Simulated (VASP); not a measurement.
# Pd (Fm-3m) in VASP: a series of runs

The runs below take Pd through single point, with PBE+D3(BJ), PBE+D4, PBE, LDA.

Program: VASP 6.6.1. These are calculated values, not measurements. Logs are shortened: lines on timing, memory, paths and dates and some standing lists are left out, and cuts for length are marked.

**1. The cell of the first run**

The structure is cubic, space group Fm-3m (No. 225). The conventional cell has a = 3.893 Å, b = 3.893 Å, c = 3.893 Å, α = 90.00°, β = 90.00°, γ = 90.00°. Within 3.6 Å of Pd (site symmetry m-3m) lie 12 Pd at 2.75 Å.

**2. Single point, PBE+D3(BJ)**

File INCAR:

```
ALGO = Normal
EDIFF = 1E-6
ENCUT = 520
GGA = PE
ISIF = 2
ISMEAR = -1
IVDW = 12
LASPH = T
LCHARG = F
LREAL = F
LWAVE = F
NBANDS = 11
NELM = 100
PREC = Accurate
SIGMA = 0.05
```

File KPOINTS:

```
k-points
0
Gamma
  12 12 12
```

File POSCAR:

```
Pd
1.0
    0.0000000000      1.9465000000      1.9465000000
    1.9465000000      0.0000000000      1.9465000000
    1.9465000000      1.9465000000      0.0000000000
Pd
1
Direct
    0.0000000000      0.0000000000      0.0000000000
```

Potentials or basis: VASP PAW PBE potentials, release 64 (Pd).

On the command line:

```console
cat potpaw_PBE.64/Pd/POTCAR > POTCAR
mpirun -np 1 vasp_std > vasp.out
```

OUTCAR:

```text
EDIFF = 1E-6
   ENCUT = 520
   GGA = PE
   ISIF = 2
   ISMEAR = -1
   IVDW = 12
   LASPH = T
   LREAL = F
   NELM = 100
   PREC = Accurate
 IVDW          = 12

 ion  position               nearest neighbor table
   1  0.000  0.000  0.000-

  LATTYP: Found a face centered cubic cell.
 ALAT       =     3.8930000000

  Lattice vectors:

 A1 = (   0.0000000000,   1.9465000000,   1.9465000000)
 A2 = (   1.9465000000,   0.0000000000,   1.9465000000)
 A3 = (   1.9465000000,   1.9465000000,   0.0000000000)

Analysis of symmetry for initial positions (statically):
[... 33 lines left out ...]
                                     Primitive cell

  volume of cell :      14.7500

  direct lattice vectors                    reciprocal lattice vectors
     0.000000000  1.946500000  1.946500000    -0.256871307  0.256871307  0.256871307
     1.946500000  0.000000000  1.946500000     0.256871307 -0.256871307  0.256871307
     1.946500000  1.946500000  0.000000000     0.256871307  0.256871307 -0.256871307

  length of vectors
     2.752766699  2.752766699  2.752766699     0.444914156  0.444914156  0.444914156

  position of ions in fractional coordinates (direct lattice)
     0.000000000  0.000000000  0.000000000

  ion indices of the primitive-cell ions
   primitive index   ion index
                 1           1

----------------------------------------------------------------------------------------

 KPOINTS: k-points

Automatic generation of k-mesh.
 Grid dimensions read from file:
 generate k-points for:   12   12   12

 Generating k-lattice:

  Cartesian coordinates                     Fractional coordinates (reciprocal lattice)
    -0.021405942  0.021405942  0.021405942     0.083333333  0.000000000  0.000000000
     0.021405942 -0.021405942  0.021405942     0.000000000  0.083333333  0.000000000
     0.021405942  0.021405942 -0.021405942     0.000000000  0.000000000  0.083333333

  Length of vectors
     0.037076180  0.037076180  0.037076180

  Shift w.r.t. Gamma in fractional coordinates (k-lattice)
     0.000000000  0.000000000  0.000000000

 Subroutine IBZKPT returns following result:
 ===========================================

 Found     72 irreducible k-points:

 Following reciprocal coordinates:
            Coordinates               Weight
  0.000000  0.000000  0.000000      1.000000
  0.083333  0.000000  0.000000      8.000000
  0.166667  0.000000  0.000000      8.000000
  0.250000  0.000000  0.000000      8.000000
  0.333333  0.000000  0.000000      8.000000
  0.416667  0.000000  0.000000      8.000000
[... 16 lines left out ...]
  0.500000  0.166667  0.000000     24.000000
 -0.416667  0.166667  0.000000     24.000000
 [... further k-points ...]
   k-points           NKPTS =     72   k-points in BZ     NKDIM =     72   number of bands    NBANDS=     11
   number of dos      NEDOS =    301   number of ions     NIONS =      1
   total plane-waves  NPLWV =   8000
   dimension x,y,z NGX =    20 NGY =   20 NGZ =   20
   dimension x,y,z NGXF=    40 NGYF=   40 NGZF=   40
   ions per type =               1
   NGX,Y,Z   is equivalent  to a cutoff of  12.08, 12.08, 12.08 a.u.
   NGXF,Y,Z  is equivalent  to a cutoff of  24.16, 24.16, 24.16 a.u.
 SYSTEM =  unknown system
   PREC   = accura    normal or accurate (medium, high low for compatibility)
   ISTART =      0    job   : 0-new  1-cont  2-samecut
   ICHARG =      2    charge: 1-file 2-atom 10-const
   ISPIN  =      1    spin polarized calculation?
   LNONCOLLINEAR =      F non collinear calculations
   LSORBIT =      F    spin-orbit coupling
   LASPH  =      T    aspherical Exc in radial PAW
   ENCUT  =  520.0 eV  38.22 Ry    6.18 a.u.   5.12  5.12  5.12*2*pi/ulx,y,z
   NELM   =    100;   NELMIN=  2; NELMDL= -5     # of ELM steps
   EDIFF  = 0.1E-05   stopping-criterion for ELM
   LREAL  =      F    real-space projection
   EDIFFG = 0.1E-04   stopping-criterion for IOM
   NSW    =      0    number of steps for IOM
   IBRION =     -1    ionic relax: 0-MD 1-quasi-New 2-CG
   NFREE  =      0    steps in history (QN), initial steepest desc. (CG)
   ISIF   =      2    stress and relaxation
   ISYM   =      2    0-nonsym 1-usesym 2-fastsym
   POTIM  = 0.5000    time-step for ionic-motion
   TEBEG  =    0.0;   TEEND  =   0.0 temperature during run
   PSTRESS=    0.0 pullay stress
   NELECT =      10.0000    total number of electrons
   NUPDOWN=      -1.0000    fix difference up-down
   EMIN   =  10.00;   EMAX   =-10.00  energy-range for DOS
   EFERMI =   0.00;   METHOD = LEGACY
   ISMEAR =    -1;   SIGMA  =   0.05  broadening in eV -4-tet -1-fermi 0-gaus
   EFERMI_NEDOS =   21; number of points for ismear=-14 and -15
   IALGO  =     38    algorithm
   IMIX   =      4    mixing-type and parameters
     AMIX     =   0.40;   BMIX     =  1.00
     AMIX_MAG =   1.60;   BMIX_MAG =  1.00
  volume/ion in A,a.u.               =      14.75        99.54
  Fermi-wavevector in a.u.,A,eV,Ry     =   1.438171  2.717748 28.141404  2.068335
  Thomas-Fermi vector in A             =   2.557167
   LORBIT       =      0    0 simple, 1 ext, 2 COOP (PROOUT), +10 PAW based schemes
   GGA     = PE    functional components
   LHFCALC =     F    Hartree Fock is set to
   AEXX    =    0.0000 exact exchange contribution
   IVDW    =    12    specifies the selected vdW correction
   LEPSILON=     F    determine dielectric tensor
   LRPA    =     F    only Hartree local field effects (RPA)
 non-spin polarized calculation
  energy-cutoff  :      520.00
  volume of cell :       14.75
 maximum number of plane-waves:       415
   NGX = 11   NGY = 11   NGZ = 11

 number of electron      10.0000000 magnetization

 number of electron       9.9999999 magnetization

 Free energy of the ion-electron system (eV)
  ---------------------------------------------------
  ext. energy  EPLUGINS =         0.00000000
  ---------------------------------------------------
  free energy    TOTEN  =        -5.21954402 eV

  energy without entropy =       -5.19992299  energy(sigma->0) =       -5.20973350

 E-fermi :   9.7505     XC(G=0): -13.1872

 val. band max:        9.7462022302   @ k =  -0.4167   0.4167   0.1667
 cond. band min:       9.7523312931   @ k =  -0.3333   0.4167   0.0833
 fundamental gap:      0.0061290629
 Fermi energy:         9.7505400737

 k-point     1 :       0.0000    0.0000    0.0000
  band No.  band energies     occupation
      1       2.6433      2.00000
      2       6.9329      2.00000
      3       6.9329      2.00000
      4       6.9329      2.00000
      5       8.5433      2.00000
      6       8.5433      2.00000
      7      26.9759      0.00000
      8      31.7547      0.00000
      9      31.7547      0.00000
     10      31.7547      0.00000
     11      35.9735      0.00000

 k-point     2 :       0.0833    0.0000    0.0000
  band No.  band energies     occupation
      1       2.8936      2.00000
      2       6.8472      2.00000
      3       7.0177      2.00000
      4       7.0177      2.00000
      5       8.5045      2.00000
      6       8.5045      2.00000
      7      27.2271      0.00000
      8      30.2597      0.00000
      9      32.0411      0.00000
     10      32.0411      0.00000
     11      36.0454      0.00000

 k-point     3 :       0.1667    0.0000    0.0000
  band No.  band energies     occupation
      1       3.5707      2.00000
      2       6.6997      2.00000
      3       7.1894      2.00000
      4       7.1894      2.00000
      5       8.4788      2.00000
      6       8.4788      2.00000
      7      27.0407      0.00000
      8      28.2879      0.00000
      9      32.7852      0.00000
     10      32.7852      0.00000
     11      36.0359      0.00000

 k-point     4 :       0.2500    0.0000    0.0000
  band No.  band energies     occupation
      1       4.3254      2.00000
      2       6.9080      2.00000
      3       7.2253      2.00000
      4       7.2253      2.00000
      5       8.6933      2.00000
      6       8.6933      2.00000
      7      24.3118      0.00000
      8      28.0225      0.00000
      9      33.4268      0.00000
     10      33.4268      0.00000
     11      35.5843      0.00000

 k-point     5 :       0.3333    0.0000    0.0000
  band No.  band energies     occupation
      1       4.5856      2.00000
      2       7.0891      2.00000
      3       7.0891      2.00000
      4       8.0574      2.00000
      5       9.1463      1.99999
      6       9.1463      1.99999
      7      21.2427      0.00000
      8      27.2752      0.00000
      9      32.5884      0.00000
     10      32.5884      0.00000
     11      36.1808      0.00000
[... 211 lines left out ...]
 k-point    21 :       0.3333    0.1667    0.0000
  band No.  band energies     occupation
      1       5.0434      2.00000
      2       6.1343      2.00000
      3       7.1156      2.00000
      4       7.7766      2.00000
      5       9.3546      1.99927
      6       9.3771      1.99886
      7      23.7629      0.00000
      8      28.0290      0.00000
      9      28.6992      0.00000
     10      30.8831      0.00000
     11      35.7382      0.00000

 k-point    22 :       0.4167    0.1667    0.0000
  band No.  band energies     occupation
      1       5.0752      2.00000
      2       6.5115      2.00000
      3       7.1131      2.00000
      4       7.6377      2.00000
      5       9.7001      1.46582
      6      10.9749      0.00000
      7      20.5882      0.00000
      8      27.0377      0.00000
      9      28.3576      0.00000
     10      30.1132      0.00000
     11      36.0481      0.00000

 k-point    23 :       0.5000    0.1667    0.0000
  band No.  band energies     occupation
      1       5.0383      2.00000
      2       6.4519      2.00000
      3       7.4920      2.00000
      4       7.6419      2.00000
      5       9.7872      0.64882
      6      12.8473      0.00000
      7      17.8779      0.00000
      8      26.1913      0.00000
      9      28.6240      0.00000
     10      29.1499      0.00000
     11      36.0578      0.00000

 k-point    24 :      -0.4167    0.1667    0.0000
  band No.  band energies     occupation
      1       5.0903      2.00000
      2       6.4589      2.00000
      3       7.4229      2.00000
      4       7.8457      2.00000
      5       9.5185      1.98089
      6      13.3983      0.00000
      7      17.3708      0.00000
      8      25.6193      0.00000
      9      28.6578      0.00000
     10      29.6800      0.00000
     11      36.0530      0.00000

 [... further k-points ...]

------------------------ aborting loop because EDIFF is reached ----------------------------------------

 Edisp (eV)   -0.66810

 E8    (eV) :    -0.2953

  FORCE on cell =-STRESS in cart. coord.  units (eV):
  Direction    XX          YY          ZZ          XY          YZ          ZX
  --------------------------------------------------------------------------------------
  -------------------------------------------------------------------------------------
  Total      -0.08691    -0.08691    -0.08691    -0.00000    -0.00000     0.00000
  in kB      -9.43980    -9.43980    -9.43980    -0.00000    -0.00000     0.00000
  external pressure =       -9.44 kB  Pullay stress =        0.00 kB

 VOLUME and BASIS-vectors are now :
 -----------------------------------------------------------------------------
  energy-cutoff  :      520.00
  volume of cell :       14.75
      direct lattice vectors                 reciprocal lattice vectors
     0.000000000  1.946500000  1.946500000    -0.256871307  0.256871307  0.256871307
     1.946500000  0.000000000  1.946500000     0.256871307 -0.256871307  0.256871307
     1.946500000  1.946500000  0.000000000     0.256871307  0.256871307 -0.256871307

 POSITION                                       TOTAL-FORCE (eV/Angst)
 -----------------------------------------------------------------------------------
      0.00000      0.00000      0.00000         0.000000      0.000000      0.000000
 -----------------------------------------------------------------------------------
    total drift:                                0.000000      0.000000      0.000000

  FREE ENERGIE OF THE ION-ELECTRON SYSTEM (eV)
  ---------------------------------------------------
  free  energy   TOTEN  =        -5.8876426505 eV

  energy  without entropy=       -5.8680216243  energy(sigma->0) =       -5.87783214
```

It took 17 s on 1 thread of Intel Xeon 8259CL, shared host; peak memory 0.14 GiB.

What came out:

* Free energy: -5.8876 eV
* Pressure: -0.9 GPa
* Band gap on the k mesh: zero (band 5 reaches 10.06 eV, above the bottom of band 6 at 8.48 eV)
* Dispersion energy per atom: -0.668 eV

Levels at points of the mesh, in eV from the Fermi level:
| k point | band 2 | band 3 | band 4 | band 5 | band 6 | band 7 | band 8 | band 9 |
| --- | --- | --- | --- | --- | --- | --- | --- | --- |
| (0.00, 0.00, 0.00) | -2.82 | -2.82 | -2.82 | -1.21 | -1.21 | 17.23 | 22.00 | 22.00 |
| (0.50, 0.00, 0.00) | -2.86 | -2.86 | -0.01 | -0.01 | 1.05 | 7.35 | 16.59 | 21.14 |
| (0.50, 0.50, 0.00) | -5.08 | -0.03 | 0.31 | 0.31 | 3.38 | 10.80 | 13.24 | 13.24 |

Caveat: three body term missing; pairwise dispersion overbinds metals, which lowers pressure and volume.

(Continued in part 2 of 2.)
